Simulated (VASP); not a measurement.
A run of VASP 6.6.1:

INCAR

```
PREC = Accurate ; ENCUT = 520
EDIFF = 1E-8 ; ISMEAR = -1
SIGMA = 0.03 ; LREAL = False
LASPH = True ; NELM = 80
ALGO = Normal ; ISIF = 2
LWAVE = False ; LCHARG = False
LEFG = True ; NBANDS = 12
```

File KPOINTS:

```
Automatic mesh
0
Gamma
  12 12 12
```

POSCAR

```
Hg
1.0
    1.6946844141      0.9784265027      2.1883953669
   -1.6946844141      0.9784265027      2.1883953669
    0.0000000000     -1.9568530053      2.1883953669
Hg
1
Direct
    0.0000000000      0.0000000000      0.0000000000
```

Potentials or basis: VASP PAW LDA potentials, release 64 (Hg).

Run with:

```bash
$ cat potpaw_LDA.64/Hg/POTCAR > POTCAR
$ mpirun -np 1 vasp_std > vasp.out
```

Hardware: 1 thread of Intel(R) Xeon(R) Platinum 8559C (Emerald Rapids), with other jobs on the host.

How long does it take, and how much memory?

Wall time 18 s on 1 thread of Intel(R) Xeon(R) Platinum 8559C (Emerald Rapids) (shared host), peak memory 0.17 GiB. Counts: scf iterations 11, k points 189.
